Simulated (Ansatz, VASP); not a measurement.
# Two plane-wave programs on P

The input INCAR:

```
ALGO = Normal ; EDIFF = 1E-7
ENCUT = 520 ; GGA = PS
ISIF = 2 ; ISMEAR = 0
LASPH = T ; LCHARG = F
LREAL = F ; LWAVE = F
NBANDS = 8 ; NELM = 100
PREC = Accurate ; SIGMA = 0.1
```

KPOINTS

```
k-points
0
Gamma
  18 18 18
```

Contents of POSCAR:

```
P
1.0
    2.4216127201      0.0000000000      0.0000000000
    0.0000000000      2.4216127201      0.0000000000
    0.0484322544      0.0000000000      2.4216127201
P
1
Direct
    0.0000000000      0.0000000000      0.0000000000
```

Input for Ansatz:

```yaml
crystal:
  lattice:
    - [2.4216127201, 0.0, 0.0]
    - [0.0, 2.4216127201, 0.0]
    - [0.0484322544, 0.0, 2.4216127201]
  atoms:
    - { symbol: P, position: [0.0, 0.0, 0.0] }
basis:
  ecutwfc: 420
kpoints:
  mp_grid: { grid: [18, 18, 18] }
hamiltonian:
  xc: pbesol
scf:
  occupations: { method: gaussian, width: 0.1 }
output:
  forces: true
  stress: true
  eigenvalues: true
```

Change from the starting cell: shear of c along a, cell held, atoms relaxed: +2.0 %.

Alike in both runs: task single point; functional PBEsol; k mesh 18 × 18 × 18; occupations gaussian, width 0.1 eV; no spin polarisation.

|  | VASP | Ansatz |
| --- | --- | --- |
| version | VASP 6.6.1 | Ansatz 0.2.0 |
| potentials or method | VASP PAW PBE potentials, release 64 (P), cutoff 520 eV | scalar-relativistic, plane waves, PAW |
| valence electrons in the cell | 5 | 5 |

|  | VASP | Ansatz | Ansatz less VASP |
| --- | --- | --- | --- |
| gap on the k mesh at the Fermi level (eV) | none | none | - |
| pressure (GPa) | 0.1 | 0.0 | -0.10 |
| traceless stress, the component that is largest in VASP (GPa) | -1.26 | -1.26 | -0.003 |

VASP's potentials were made for PBE, not for PBEsol. A gap of «none» marks a metal or a gap that the smearing closes. With one functional, cell and mesh, what is left measures potentials, basis and numerics.
